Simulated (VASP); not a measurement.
# C in VASP: electric field gradients with PBE

Aim: the electric field gradients of C with PBE.

All numbers are computed with VASP 6.6.1; they aren't measurements. Logs are shortened: lines on timing, memory, paths and dates and some standing lists are left out, and cuts for length are marked.

## 1. The cell of the first run

The cell holds a slab with vacuum, 2 atoms: a = 2.456 Å, b = 2.456 Å, c = 8.524 Å, α = 90.00°, β = 90.00°, γ = 120.00°.

## 2. Electric field gradients, PBE

INCAR

```
PREC     = Accurate       # precision mode
ENCUT    = 520            # plane-wave cutoff, eV
EDIFF    = 1E-8           # SCF threshold, eV
ISMEAR   = -1             # smearing method
SIGMA    = 0.05           # smearing width, eV
LREAL    = F              # projectors in reciprocal space
LASPH    = T              # aspherical terms in the spheres
NELM     = 100            # most SCF steps
ALGO     = Normal         # electronic algorithm
ISIF     = 2              # what is computed and relaxed
LWAVE    = F              # write WAVECAR
LCHARG   = F              # write CHGCAR
GGA      = PE             # functional
LEFG     = T            
NBANDS   = 11             # bands
```

KPOINTS

```
regular mesh
0
Gamma
  12 12 3
```

POSCAR

```
C
1.0
    2.4561701622      0.0000000000      0.0000000000
   -1.2280850811      2.1271057565      0.0000000000
    0.0000000000      0.0000000000      8.5238033600
C
2
Direct
    0.6666666667      0.3333333333      0.0000000000
    0.3333333333      0.6666666667      0.0000000000
```

Potentials or basis: VASP PAW PBE potentials, release 64 (C).

Started as:

```bash
$ cat potpaw_PBE.64/C/POTCAR > POTCAR
$ mpirun -np 1 vasp_std > vasp.out
```

OUTCAR:

```text
PREC = Accurate
   ENCUT = 520
   EDIFF = 1E-8
   ISMEAR = -1
   LREAL = F
   LASPH = T
   NELM = 100
   ISIF = 2
   GGA = PE

 ion  position               nearest neighbor table
   1  0.667  0.333  0.000-   2 1.42   2 1.42   2 1.42
   2  0.333  0.667  0.000-   1 1.42   1 1.42   1 1.42

  LATTYP: Found a hexagonal cell.
 ALAT       =     2.4561701622
 C/A-ratio  =     3.4703635323

  Lattice vectors:

 A1 = (   2.4561701622,   0.0000000000,   0.0000000000)
 A2 = (  -1.2280850811,   2.1271057565,   0.0000000000)
 A3 = (   0.0000000000,   0.0000000000,   8.5238033600)

Analysis of symmetry for initial positions (statically):
=====================================================================
 Subroutine PRICEL returns:
 Original cell was already a primitive cell.

 Routine SETGRP: Setting up the symmetry group for a
 hexagonal supercell.

 Subroutine GETGRP returns: Found 24 space group operations
 (whereof 24 operations were pure point group operations)
 out of a pool of 24 trial point group operations.

The static configuration has the point symmetry D_6h.

Analysis of symmetry for dynamics (positions and initial velocities):
=====================================================================
 Subroutine PRICEL returns:
 Original cell was already a primitive cell.

 Routine SETGRP: Setting up the symmetry group for a
 hexagonal supercell.

 Subroutine GETGRP returns: Found 24 space group operations
 (whereof 24 operations were pure point group operations)
 out of a pool of 24 trial point group operations.

The dynamic configuration has the point symmetry D_6h.

 Subroutine INISYM returns: Found 24 space group operations
 (whereof 24 operations are pure point group operations),
 and found     1 'primitive' translations

----------------------------------------------------------------------------------------

                                     Primitive cell

  volume of cell :      44.5329

  direct lattice vectors                    reciprocal lattice vectors
     2.456170162  0.000000000  0.000000000     0.407137916  0.235061185  0.000000000
    -1.228085081  2.127105756  0.000000000     0.000000000  0.470122370  0.000000000
     0.000000000  0.000000000  8.523803360     0.000000000  0.000000000  0.117318521

  length of vectors
     2.456170162  2.456170162  8.523803360     0.470122370  0.470122370  0.117318521

  position of ions in fractional coordinates (direct lattice)
     0.666666667  0.333333333  0.000000000
     0.333333333  0.666666667  0.000000000

  ion indices of the primitive-cell ions
   primitive index   ion index
                 1           1
                 2           2

----------------------------------------------------------------------------------------

 KPOINTS: regular mesh

Automatic generation of k-mesh.
 Grid dimensions read from file:
 generate k-points for:   12   12    3

 Generating k-lattice:

  Cartesian coordinates                     Fractional coordinates (reciprocal lattice)
     0.033928160  0.019588432  0.000000000     0.083333333 -0.000000000  0.000000000
     0.000000000  0.039176864  0.000000000     0.000000000  0.083333333  0.000000000
     0.000000000  0.000000000  0.039106174     0.000000000  0.000000000  0.333333333

  Length of vectors
     0.039176864  0.039176864  0.039106174

  Shift w.r.t. Gamma in fractional coordinates (k-lattice)
     0.000000000  0.000000000  0.000000000

 Subroutine IBZKPT returns following result:
 ===========================================

 Found     38 irreducible k-points:

 Following reciprocal coordinates:
            Coordinates               Weight
  0.000000  0.000000  0.000000      1.000000
  0.083333  0.000000  0.000000      6.000000
  0.166667 -0.000000  0.000000      6.000000
  0.250000 -0.000000  0.000000      6.000000
  0.333333 -0.000000  0.000000      6.000000
  0.416667  0.000000  0.000000      6.000000
[... 16 lines left out ...]
  0.250000 -0.000000  0.333333     12.000000
  0.333333 -0.000000  0.333333     12.000000
 [... further k-points ...]
   k-points           NKPTS =     38   k-points in BZ     NKDIM =     38   number of bands    NBANDS=     11
   number of dos      NEDOS =    301   number of ions     NIONS =      2
   total plane-waves  NPLWV =  20736
   dimension x,y,z NGX =    18 NGY =   18 NGZ =   64
   dimension x,y,z NGXF=    36 NGYF=   36 NGZF=  128
   ions per type =               2
   NGX,Y,Z   is equivalent  to a cutoff of  12.18, 12.18, 12.48 a.u.
   NGXF,Y,Z  is equivalent  to a cutoff of  24.37, 24.37, 24.96 a.u.
 SYSTEM =  unknown system
   PREC   = accura    normal or accurate (medium, high low for compatibility)
   ISTART =      0    job   : 0-new  1-cont  2-samecut
   ICHARG =      2    charge: 1-file 2-atom 10-const
   ISPIN  =      1    spin polarized calculation?
   LNONCOLLINEAR =      F non collinear calculations
   LSORBIT =      F    spin-orbit coupling
   LASPH  =      T    aspherical Exc in radial PAW
   ENCUT  =  520.0 eV  38.22 Ry    6.18 a.u.   4.57  4.57 15.85*2*pi/ulx,y,z
   NELM   =    100;   NELMIN=  2; NELMDL= -5     # of ELM steps
   EDIFF  = 0.1E-07   stopping-criterion for ELM
   LREAL  =      F    real-space projection
   EDIFFG = 0.1E-06   stopping-criterion for IOM
   NSW    =      0    number of steps for IOM
   IBRION =     -1    ionic relax: 0-MD 1-quasi-New 2-CG
   NFREE  =      0    steps in history (QN), initial steepest desc. (CG)
   ISIF   =      2    stress and relaxation
   ISYM   =      2    0-nonsym 1-usesym 2-fastsym
   POTIM  = 0.5000    time-step for ionic-motion
   TEBEG  =    0.0;   TEEND  =   0.0 temperature during run
   PSTRESS=    0.0 pullay stress
   NELECT =       8.0000    total number of electrons
   NUPDOWN=      -1.0000    fix difference up-down
   EMIN   =  10.00;   EMAX   =-10.00  energy-range for DOS
   EFERMI =   0.00;   METHOD = LEGACY
   ISMEAR =    -1;   SIGMA  =   0.05  broadening in eV -4-tet -1-fermi 0-gaus
   EFERMI_NEDOS =   21; number of points for ismear=-14 and -15
   IALGO  =     38    algorithm
   IMIX   =      4    mixing-type and parameters
     AMIX     =   0.40;   BMIX     =  1.00
     AMIX_MAG =   1.60;   BMIX_MAG =  1.00
  volume/ion in A,a.u.               =      22.27       150.26
  Fermi-wavevector in a.u.,A,eV,Ry     =   0.923729  1.745594 11.609511  0.853275
  Thomas-Fermi vector in A             =   2.049397
   LORBIT       =      0    0 simple, 1 ext, 2 COOP (PROOUT), +10 PAW based schemes
   GGA     = PE    functional components
   LHFCALC =     F    Hartree Fock is set to
   AEXX    =    0.0000 exact exchange contribution
   IVDW    =     0    specifies the selected vdW correction
   LEPSILON=     F    determine dielectric tensor
   LRPA    =     F    only Hartree local field effects (RPA)
 non-spin polarized calculation
  energy-cutoff  :      520.00
  volume of cell :       44.53
 maximum number of plane-waves:      1223
   NGX =  9   NGY =  9   NGZ = 31

 number of electron       7.9999997 magnetization

 Free energy of the ion-electron system (eV)
  ---------------------------------------------------
  ext. energy  EPLUGINS =         0.00000000
  ---------------------------------------------------
  free energy    TOTEN  =       -18.44283067 eV

  energy without entropy =      -18.44090526  energy(sigma->0) =      -18.44186796

 E-fermi :  -0.6711     XC(G=0):  -4.9911

 val. band max:       -0.6710868407   @ k =   0.3333   0.3333   0.3333
 cond. band min:      -0.6710406074   @ k =   0.3333   0.3333   0.0000
 fundamental gap:      0.0000462332
 Fermi energy:        -0.6710714301

 k-point     1 :       0.0000    0.0000    0.0000
  band No.  band energies     occupation
      1     -20.2899      2.00000
      2      -8.3691      2.00000
      3      -3.7124      2.00000
      4      -3.7124      2.00000
      5       2.2802      0.00000
      6       4.5965      0.00000
      7       6.2922      0.00000
      8       7.7128      0.00000
      9       7.7128      0.00000
     10      10.8994      0.00000
     11      12.0922      0.00000

 k-point     2 :       0.0833    0.0000    0.0000
  band No.  band energies     occupation
      1     -20.1247      2.00000
      2      -8.1714      2.00000
      3      -4.3663      2.00000
      4      -4.0550      2.00000
      5       2.5055      0.00000
      6       4.8167      0.00000
      7       6.5045      0.00000
      8       7.7928      0.00000
      9       8.4161      0.00000
     10      10.3270      0.00000
     11      12.3904      0.00000

 k-point     3 :       0.1667   -0.0000    0.0000
  band No.  band energies     occupation
      1     -19.6309      2.00000
      2      -7.5835      2.00000
      3      -6.0132      2.00000
      4      -4.8565      2.00000
      5       3.1813      0.00000
      6       5.4728      0.00000
      7       7.1239      0.00000
      8       7.7966      0.00000
      9       8.7949      0.00000
     10      10.2792      0.00000
     11      13.3416      0.00000

 k-point     4 :       0.2500   -0.0000    0.0000
  band No.  band energies     occupation
      1     -18.8142      2.00000
      2      -8.1246      2.00000
      3      -6.6247      2.00000
      4      -5.7454      2.00000
      5       4.3060      0.00000
      6       6.3874      0.00000
      7       6.8464      0.00000
      8       7.4242      0.00000
      9       8.3280      0.00000
     10      12.8554      0.00000
     11      14.5476      0.00000
[... 239 lines left out ...]
 k-point    22 :       0.1667   -0.0000    0.3333
  band No.  band energies     occupation
      1     -19.6309      2.00000
      2      -7.5838      2.00000
      3      -6.0132      2.00000
      4      -4.8565      2.00000
      5       3.5209      0.00000
      6       4.4866      0.00000
      7       7.7246      0.00000
      8       8.5417      0.00000
      9       8.8200      0.00000
     10      10.2791      0.00000
     11      11.8531      0.00000

 k-point    23 :       0.2500   -0.0000    0.3333
  band No.  band energies     occupation
      1     -18.8142      2.00000
      2      -8.1246      2.00000
      3      -6.6250      2.00000
      4      -5.7454      2.00000
      5       4.6387      0.00000
      6       5.5761      0.00000
      7       6.6777      0.00000
      8       7.4692      0.00000
      9       9.6314      0.00000
     10      12.8553      0.00000
     11      12.8764      0.00000

 k-point    24 :       0.3333   -0.0000    0.3333
  band No.  band energies     occupation
      1     -17.6867      2.00000
      2     -10.3426      2.00000
      3      -6.4858      2.00000
      4      -5.3455      2.00000
      5       4.2823      0.00000
      6       6.2004      0.00000
      7       7.0646      0.00000
      8       7.2635      0.00000
      9      11.0777      0.00000
     10      14.2218      0.00000
     11      15.2736      0.00000

 [... further k-points ...]
[... 5 lines left out ...]
  --------------------------------------------------------------------------------------
  -------------------------------------------------------------------------------------
  Total        0.6634403      0.6634403     -0.0105316     -0.0000000     -0.0000000      0.0000000
  in kB       23.8688486     23.8688486     -0.3788982     -0.0000000     -0.0000000      0.0000000
  external PRESSURE =      15.7862663 kB  Pullay stress =       0.0000000 kB

 VOLUME and BASIS-vectors are now :
 -----------------------------------------------------------------------------
  energy-cutoff  :      520.00
  volume of cell :       44.53
      direct lattice vectors                 reciprocal lattice vectors
     2.456170162  0.000000000  0.000000000     0.407137916  0.235061185  0.000000000
    -1.228085081  2.127105756  0.000000000     0.000000000  0.470122370  0.000000000
     0.000000000  0.000000000  8.523803360     0.000000000  0.000000000  0.117318521

 POSITION                                       TOTAL-FORCE (eV/Angst)
 -----------------------------------------------------------------------------------
      1.22809      0.70904      0.00000         0.000000      0.000000      0.000000
     -0.00000      1.41807      0.00000        -0.000000     -0.000000      0.000000
 -----------------------------------------------------------------------------------
    total drift:                                0.000000     -0.000000      0.000000

  FREE ENERGIE OF THE ION-ELECTRON SYSTEM (eV)
  ---------------------------------------------------
  free  energy   TOTEN  =       -18.4428306693 eV

  energy  without entropy=      -18.4409052605  energy(sigma->0) =      -18.44186796

 Electric field gradients (V/A^2)
---------------------------------------------------------------------
 ion       V_xx      V_yy      V_zz      V_xy      V_xz      V_yz
---------------------------------------------------------------------
   1     -15.628   -15.628    31.256    -0.001    -0.000    -0.000
   2     -15.628   -15.628    31.256    -0.001    -0.000    -0.000
---------------------------------------------------------------------

 Electric field gradients after diagonalization (V/A^2)
 (convention: |V_zz| > |V_xx| > |V_yy|)
----------------------------------------------------------------------
 ion       V_xx      V_yy      V_zz     asymmetry (V_yy - V_xx)/ V_zz
----------------------------------------------------------------------
   1     -15.629   -15.627    31.256       0.000
   2     -15.629   -15.627    31.256       0.000
----------------------------------------------------------------------

           NMR quadrupolar parameters

 Cq : quadrupolar parameter    Cq=e*Q*V_zz/h
 eta: asymmetry parameters     (V_yy - V_xx)/ V_zz
 Q  : nuclear electric quadrupole moment in mb (millibarn)
----------------------------------------------------------------------
 ion       Cq(MHz)       eta       Q (mb)
----------------------------------------------------------------------
   1       0.076       0.000       1.000
   2       0.076       0.000       1.000
----------------------------------------------------------------------
```

Wall time 8.2 s (1 thread of Intel Xeon 6975P-C (Granite Rapids), shared host); peak memory 0.15 GiB.

Results:

```
Free energy            : -18.4428 eV
Band gap on the k mesh : zero (filled and empty bands touch)
```

Electric field gradients, principal values (V/Å²):
```csv
atom,least,middle,greatest (by size)
1 C,-15.627,-15.629,31.256
2 C,-15.627,-15.629,31.256
```

Caveat: without QUAD_EFG the Cq values of the log hold for a quadrupole moment of 1 mb, not for the nuclei.
